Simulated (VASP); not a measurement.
Here is a VASP 6.6.1 calculation.

INCAR

```
PREC = Accurate ; ENCUT = 600
EDIFF = 1E-7 ; ISMEAR = 0
SIGMA = 0.02 ; LREAL = F
LASPH = T ; NELM = 120
ALGO = Normal ; ISIF = 4
LWAVE = F ; LCHARG = F
GGA = PE ; IBRION = 2
NSW = 50 ; EDIFFG = -0.01
GGA_COMPAT = F ; NELMIN = 4
```

KPOINTS

```
Automatic mesh
0
Gamma
  6 6 8
```

File POSCAR:

```
FeS2
1.0
    4.5304620148      0.0000000000      0.0000000000
    0.0000000000      5.5125268574      0.0000000000
    0.0000000000      0.0000000000      3.4545040457
Fe S
2 4
Direct
    0.0000000000      0.0000000000      0.0000000000
    0.5000000000      0.5000000000      0.5000000000
    0.2070328413      0.3751307683      0.0000000000
    0.2929671587      0.8751307683      0.5000000000
    0.7929671587      0.6248692317      0.0000000000
    0.7070328413      0.1248692317      0.5000000000
```

Potentials or basis: VASP PAW PBE potentials, release 64 (Fe, S).

Run with:

```sh
$ cat potpaw_PBE.64/Fe/POTCAR potpaw_PBE.64/S/POTCAR > POTCAR
$ mpirun -np 1 vasp_std > vasp.out
```

Question: Estimate the band gap on the k mesh.

Answer: 0.73 eV (least direct gap 1.01 eV).

The path:
```tsv
step	energy change (eV)	largest force (eV/Å)	pressure (GPa)	volume (Å³)
1	0.0000	0.0314	-7.56	86.27
2	-0.0002	0.0148	-7.55	86.27
3	-0.0002	0.0073	-7.55	86.27
```

A k mesh can miss the band edges. Spin polarisation is off, so any magnetic state and its effect on volume and gap are missing.
